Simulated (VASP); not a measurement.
# BP (F-43m) in VASP: elastic constants with PBE

Aim: the elastic constants of BP with PBE.

Everything below comes from runs of VASP 6.6.1. Logs are shortened: lines on timing, memory, paths and dates and some standing lists are left out, and cuts for length are marked.

## Step 1: The cell of the first run

Symmetry: F-43m, No. 216, cubic system. The conventional cell has a = 4.548 Å, b = 4.548 Å, c = 4.548 Å, α = 90.00°, β = 90.00°, γ = 90.00°. Within 2.6 Å of B (site symmetry -43m) lie 4 P at 1.97 Å. P (site symmetry -43m) has 4 B at 1.97 Å within 2.6 Å.

## Step 2: Elastic constants, PBE

INCAR reads:

```
ALGO     = Normal         # electronic algorithm
EDIFF    = 1E-8           # SCF threshold, eV
ENCUT    = 600            # plane-wave cutoff, eV
GGA      = PE             # functional
IBRION   = 6              # ionic algorithm
ISIF     = 3              # what is computed and relaxed
ISMEAR   = 0              # smearing method
LASPH    = T              # aspherical terms in the spheres
LCHARG   = F              # write CHGCAR
LREAL    = F              # projectors in reciprocal space
LWAVE    = F              # write WAVECAR
NELM     = 60             # most SCF steps
NFREE    = 2            
NSW      = 1              # ionic steps
POTIM    = 0.015          # step
PREC     = Accurate       # precision mode
SIGMA    = 0.01           # smearing width, eV
```

KPOINTS reads:

```
k-points
0
Gamma
  10 10 10
```

POSCAR reads:

```
BP
1.0
    0.0000000000      2.2741906454      2.2741906454
    2.2741906454      0.0000000000      2.2741906454
    2.2741906454      2.2741906454      0.0000000000
B P
1 1
Direct
    0.0000000000      0.0000000000      0.0000000000
    0.2500000000      0.2500000000      0.2500000000
```

Potentials or basis: VASP PAW PBE potentials, release 64 (B, P).

On the command line:

```bash
$ cat potpaw_PBE.64/B/POTCAR potpaw_PBE.64/P/POTCAR > POTCAR
$ mpirun -np 1 vasp_std > vasp.out
```

OUTCAR:

```text
EDIFF = 1E-8
   ENCUT = 600
   GGA = PE
   IBRION = 6
   ISIF = 3
   ISMEAR = 0
   LASPH = T
   LREAL = F
   NELM = 60
   NFREE = 2
   NSW = 1
   POTIM = 0.015
   PREC = Accurate

 ion  position               nearest neighbor table
   1  0.000  0.000  0.000-   2 1.97   2 1.97   2 1.97   2 1.97
   2  0.250  0.250  0.250-   1 1.97   1 1.97   1 1.97   1 1.97

  LATTYP: Found a face centered cubic cell.
 ALAT       =     4.5483812908

  Lattice vectors:

 A1 = (   0.0000000000,   2.2741906454,   2.2741906454)
 A2 = (   2.2741906454,   0.0000000000,   2.2741906454)
 A3 = (   2.2741906454,   2.2741906454,   0.0000000000)

Analysis of symmetry for initial positions (statically):
=====================================================================
 Subroutine PRICEL returns:
 Original cell was already a primitive cell.

 Routine SETGRP: Setting up the symmetry group for a
 face centered cubic supercell.

 Subroutine GETGRP returns: Found 24 space group operations
 (whereof 24 operations were pure point group operations)
 out of a pool of 48 trial point group operations.

The static configuration has the point symmetry T_d .

Analysis of symmetry for dynamics (positions and initial velocities):
=====================================================================
 Subroutine PRICEL returns:
 Original cell was already a primitive cell.

 Routine SETGRP: Setting up the symmetry group for a
 face centered cubic supercell.

 Subroutine GETGRP returns: Found 24 space group operations
 (whereof 24 operations were pure point group operations)
 out of a pool of 48 trial point group operations.

The dynamic configuration has the point symmetry T_d .

 Subroutine INISYM returns: Found 24 space group operations
 (whereof 24 operations are pure point group operations),
 and found     1 'primitive' translations

[... 598 lines left out ...]
      1      -5.1246      2.00000
      2       1.1790      2.00000
      3       3.3601      2.00000
      4       3.8570      2.00000
      5       9.1623      0.00000
      6      10.9768      0.00000
      7      16.7798      0.00000
      8      16.8284      0.00000

 [... further k-points ...]

------------------------ aborting loop because EDIFF is reached ----------------------------------------

  FORCE on cell =-STRESS in cart. coord.  units (eV):
  Direction    XX          YY          ZZ          XY          YZ          ZX
  --------------------------------------------------------------------------------------
  -------------------------------------------------------------------------------------
  Total       -0.0316245     -0.0279677     -0.0279677      0.0000000      0.1049050      0.0000000
  in kB       -2.1538895     -1.9048311     -1.9048311      0.0000000      7.1448986      0.0000000
  external PRESSURE =      -1.9878505 kB  Pullay stress =       0.0000000 kB
[... 17 lines left out ...]
  FREE ENERGIE OF THE ION-ELECTRON SYSTEM (eV)
  ---------------------------------------------------
  free  energy   TOTEN  =       -12.9303568412 eV

  energy  without entropy=      -12.9303568412  energy(sigma->0) =      -12.93035684

 INTERNAL STRAIN TENSORS FROM STRAINED CELLS
 ============================================

 INTERNAL STRAIN TENSOR FOR ION    1 for displacements in x,y,z  (eV/Angst):
          X           Y           Z          XY          YZ          ZX
  --------------------------------------------------------------------------------
  x     0.00000     0.00000     0.00000     0.00000     7.00491    -0.00000
  y     0.00000     0.00000     0.00000     0.00000     0.00000     7.00484
  z     0.00000     0.00000     0.00000     7.00483     0.00000     0.00000

 INTERNAL STRAIN TENSORS FROM DISPLACED ATOMS
 ============================================

 INTERNAL STRAIN TENSOR FOR ION    1 for displacements in x,y,z  (eV/Angst):
          X           Y           Z          XY          YZ          ZX
  --------------------------------------------------------------------------------
  x    -0.00000     0.00000     0.00000     0.00000     7.00328     0.00000
  y    -0.00000     0.00000    -0.00000     0.00000     0.00000     7.00328
  z     0.00000     0.00000    -0.00000     7.00328     0.00000     0.00000

 INTERNAL STRAIN TENSOR FOR ION    2 for displacements in x,y,z  (eV/Angst):
          X           Y           Z          XY          YZ          ZX
  --------------------------------------------------------------------------------
  x    -0.00000     0.00000     0.00000     0.00000    -6.99683     0.00000
  y     0.00000    -0.00000     0.00000     0.00000     0.00000    -6.99683
  z     0.00000     0.00000    -0.00000    -6.99683     0.00000     0.00000

 Eigenvectors and eigenvalues of the dynamical matrix
 ----------------------------------------------------

   1 f  =   23.935994 THz   150.394289 2PiTHz  798.418834 cm-1    98.991275 meV
             X         Y         Z           dx          dy          dz
      0.000000  0.000000  0.000000    -0.307526   -0.702227    0.391903
      1.137095  1.137095  1.137095     0.181678    0.414856   -0.231525
[... 21 lines left out ...]
   6 f/i=    0.000338 THz     0.002124 2PiTHz    0.011274 cm-1     0.001398 meV
             X         Y         Z           dx          dy          dz
      0.000000  0.000000  0.000000    -0.492429   -0.127400    0.000000
      1.137095  1.137095  1.137095    -0.833534   -0.215649    0.000000

--------------------------------------------------------------------------------------------------------

 ELASTIC MODULI CONTR FROM IONIC RELAXATION (kBar)
 Direction    XX          YY          ZZ          XY          YZ          ZX
 --------------------------------------------------------------------------------
 XX          -0.0000      0.0000     -0.0000     -0.0000      0.0000      0.0000
 YY           0.0000     -0.0000     -0.0000      0.0000     -0.0000     -0.0000
 ZZ          -0.0000     -0.0000     -0.0000      0.0000     -0.0000      0.0000
 XY          -0.0000      0.0000      0.0000   -177.6500      0.0000      0.0000
 YZ           0.0000     -0.0000     -0.0000      0.0000   -177.6500     -0.0000
 ZX           0.0000     -0.0000      0.0000      0.0000     -0.0000   -177.6500
 --------------------------------------------------------------------------------

 TOTAL ELASTIC MODULI (kBar)
 Direction    XX          YY          ZZ          XY          YZ          ZX
 --------------------------------------------------------------------------------
 XX        3392.7084    726.3057    726.3057     -0.0000      0.0000      0.0000
 YY         726.3057   3392.7084    726.3057     -0.0000     -0.0000     -0.0000
 ZZ         726.3057    726.3057   3392.7084      0.0000     -0.0000      0.0000
 XY          -0.0000     -0.0000      0.0000   1851.9243      0.0000      0.0000
 YZ           0.0000     -0.0000     -0.0000      0.0000   1851.9243     -0.0000
 ZX           0.0000     -0.0000      0.0000      0.0000     -0.0000   1851.9243
 --------------------------------------------------------------------------------
```

OSZICAR:

```text
N       E                     dE             d eps       ncg     rms          rms(c)
DAV:   1     0.126286431055E+02    0.12629E+02   -0.45479E+03   752   0.101E+03
DAV:   2    -0.133228519158E+02   -0.25951E+02   -0.24463E+02  1184   0.118E+02
DAV:   3    -0.136247803077E+02   -0.30193E+00   -0.30193E+00   896   0.165E+01
[... 185 lines left out ...]
DAV:   3    -0.129303541491E+02    0.26970E-04   -0.13581E-04  3328   0.886E-02    0.286E-02
DAV:   4    -0.129303573023E+02   -0.31532E-05   -0.12993E-05  4032   0.343E-02    0.629E-03
DAV:   5    -0.129303567988E+02    0.50349E-06   -0.34385E-06  3496   0.128E-02    0.923E-04
DAV:   6    -0.129303568354E+02   -0.36633E-07   -0.18314E-07  3272   0.392E-03    0.822E-04
DAV:   7    -0.129303568412E+02   -0.58063E-08   -0.73655E-09  2480   0.848E-04
  17 F= -.12930357E+02 E0= -.12930357E+02  d E =-.156690E-85
```

Wall time 7.3 min (1 thread of Intel Xeon Platinum 8259CL at 2.50GHz (Skylake/Cascade Lake), shared host); peak memory 0.27 GiB.

What came out:

| Property | Result |
| --- | --- |
| Elastic constants C11, C12, C44 | 339, 73, 185 GPa |
| Voigt bulk modulus | 162 GPa |
| Highest phonon frequency at Γ, LO-TO splitting left out | 798 cm⁻¹ |

Phonon frequencies in cm⁻¹ (negative: imaginary):
```csv
q point,frequencies
"(0.000, 0.000, 0.000)",0 0 0 798 798 798
```

Elastic tensor in Voigt notation (GPa, in the Cartesian axes of the cell as first typed):
```
339  73  73   0   0   0
 73 339  73   0   0   0
 73  73 339   0   0   0
  0   0   0 185   0   0
  0   0   0   0 185   0
  0   0   0   0   0 185
```

Clamped-ion elastic tensor (GPa):
```
339  73  73   0   0   0
 73 339  73   0   0   0
 73  73 339   0   0   0
  0   0   0 203   0   0
  0   0   0   0 203   0
  0   0   0   0   0 203
```
